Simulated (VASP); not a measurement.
Wanted: the native input for a VASP 6.6.1 run.

| Item | Value |
| --- | --- |
| Task | relaxation of cell and atoms |
| Functional | PBE |
| Potentials or basis | VASP PAW PBE potentials, release 64 (Ta_pv, As, Au, O) |
| Cutoff | 600 eV |
| k mesh | 7 × 7 × 3 |
| Occupations | fermi-dirac, width 0.05 eV |
| Spin | no spin polarisation |
| Further INCAR settings | ALGO = Normal; EDIFF = 1e-06; IBRION = 2; EDIFFG = -0.01; NSW = 60; ISIF = 3 |

The structure of Ta3AsAu2O13 lies in POSCAR:

```
Ta3AsAu2O13
1.0
    6.8006700000     -1.9216300000     -0.0262100000
    6.8006700000      1.9216300000     -0.0262100000
   -1.7222500000      0.0000000000     10.3728800000
Ta As Au O
3 1 2 13
Direct
    0.2983200000      0.2983200000      0.6304200000
    0.3583800000      0.3583800000      0.0038600000
    0.6415300000      0.6415300000      0.9984100000
    0.7021000000      0.7021000000      0.3624900000
    0.6017600000      0.6017600000      0.6318100000
    0.3998900000      0.3998900000      0.3657700000
    0.3425700000      0.3425700000      0.8055700000
    0.4163800000      0.4163800000      0.5563500000
    0.7815900000      0.7815900000      0.5938900000
    0.6595800000      0.6595800000      0.2007100000
    0.5909500000      0.5909500000      0.4348600000
    0.2189700000      0.2189700000      0.4115600000
    0.6154600000      0.6154600000      0.8221400000
    0.1440000000      0.1440000000      0.6409700000
    0.3830000000      0.3830000000      0.1794700000
    0.8449800000      0.8449800000      0.3582500000
    0.5005000000      0.5005000000      0.0025800000
    0.8126900000      0.8126900000      0.9923200000
    0.1873700000      0.1873700000      0.0085600000
```

One way to write it, as run:

INCAR

```
PREC = Accurate
ENCUT = 600
EDIFF = 1E-6
ISMEAR = -1
SIGMA = 0.05
LREAL = False
LASPH = True
NELM = 80
ALGO = Normal
ISIF = 3
LWAVE = False
LCHARG = False
GGA = PE
IBRION = 2
NSW = 60
EDIFFG = -0.01
KPAR = 4
```

KPOINTS

```
Automatic mesh
0
Gamma
  7 7 3
```

Potentials or basis: VASP PAW PBE potentials, release 64 (Ta_pv, As, Au, O).

Launch:

```sh
$ cat potpaw_PBE.64/Ta_pv/POTCAR potpaw_PBE.64/As/POTCAR potpaw_PBE.64/Au/POTCAR potpaw_PBE.64/O/POTCAR > POTCAR
$ mpirun -np 4 vasp_std > vasp.out
```

Results of the run:

```yaml
Relaxed_volume: 14.26 Å³/atom
Relaxed_cell: a = 7.061 Å, b = 7.061 Å, c = 10.518 Å, α = 99.31°, β = 99.31°, γ = 31.62°
Space_group_after_relaxing_to_0.1_Å: Cm (No. 8)
Energy_gained_by_relaxing: 0.3 meV/atom
Ionic_steps: 20
Pressure_after_relaxing: 0.0 GPa
Largest_force_after_relaxing: 0.009 eV/Å
Band_gap_on_the_k_mesh: zero (bands 69 and 70 overlap by 0.16 eV)
```

Caveat: spin-orbit coupling is left out, which moves the levels of the heavy elements.

Wall time 49 min on 4 MPI ranks on AMD EPYC 9R45 96-Core Processor (Zen 5), with other jobs on the host, peak memory 1.3 GiB a rank.
